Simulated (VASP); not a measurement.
A run of VASP 6.6.1 is set up as follows.

Contents of INCAR:

```
ALGO = Normal ; EDIFF = 1E-6
ENCUT = 520 ; GGA = PE
ISIF = 2 ; ISMEAR = 0
LASPH = T ; LCHARG = F
LREAL = F ; LWAVE = F
NBANDS = 26 ; NELM = 100
PREC = Accurate ; SIGMA = 0.1
```

Contents of KPOINTS:

```
k-points
0
Gamma
  12 12 4
```

The input POSCAR:

```
Zn2Si2N
1.0
    2.9888198270      0.0000000000      0.0000000000
   -1.4944099135      2.5883938975      0.0000000000
    0.0000000000      0.0000000000      9.7127249115
Zn Si N
2 2 1
Direct
    0.6666666667      0.3333333333      0.2784163394
    0.6666666667      0.3333333333      0.7215836606
    0.3333333333      0.6666666667      0.5000000000
    0.6666666667      0.3333333333      0.0000000000
    0.3333333333      0.6666666667      0.0000000000
```

Potentials or basis: VASP PAW PBE potentials, release 64 (Zn, Si, N).

The run is started by

```sh
$ cat potpaw_PBE.64/Zn/POTCAR potpaw_PBE.64/Si/POTCAR potpaw_PBE.64/N/POTCAR > POTCAR
$ mpirun -np 1 vasp_std > vasp.out
```

(1) Estimate the largest force.

(2) Estimate the pressure.

Answers

(1) 0.006 eV/Å.

(2) 0.0 GPa.
